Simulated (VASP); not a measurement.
Write the native input for VASP 6.6.1 that does the following.

```
Task                   : single point
Functional             : PBE
Potentials or basis    : VASP PAW PBE potentials, release 64 (I)
Cutoff                 : 520 eV
k mesh                 : 12 × 12 × 12
Occupations            : fermi-dirac, width 0.05 eV
Spin                   : no spin polarisation
Dipole correction      : no
Further INCAR settings : ALGO = Normal; EDIFF = 1e-06; NBANDS = 10
```

The structure of I lies in POSCAR:

```
I
1.0
    3.4626113889      0.0000000000      0.0000000000
    0.0000000000      3.4626113889      0.0000000000
    0.0000000000      0.0000000000      3.4626113889
I
1
Direct
    0.0000000000      0.0000000000      0.0000000000
```

One way to write it, as run:

INCAR

```
SYSTEM = I
  PREC = Accurate
  ENCUT = 520
  EDIFF = 1E-6
  ISMEAR = -1
  SIGMA = 0.05
  LREAL = .False.
  LASPH = .True.
  NELM = 60
  ALGO = Normal
  ISIF = 2
  LWAVE = .False.
  LCHARG = .False.
  GGA = PE
  NBANDS = 10
```

KPOINTS

```
regular mesh
0
Gamma
  12 12 12
  0 0 0
```

Potentials or basis: VASP PAW PBE potentials, release 64 (I).

Launch:

```sh
$ cat potpaw_PBE.64/I/POTCAR > POTCAR
$ mpirun -np 1 vasp_std > vasp.out
```

Results of the run:

The pressure is 0.0 GPa. The band gap on the k mesh is zero (an odd number of electrons rules out a gap without spin polarisation).

Caveat: spin-orbit coupling is left out, which moves the levels of the heavy elements; an odd number of electrons without spin polarisation forces a metal; a magnetic or distorted state may lie lower.

It took 31 s on 1 thread of Intel Xeon 8259CL (shared host), peak memory 0.17 GiB.
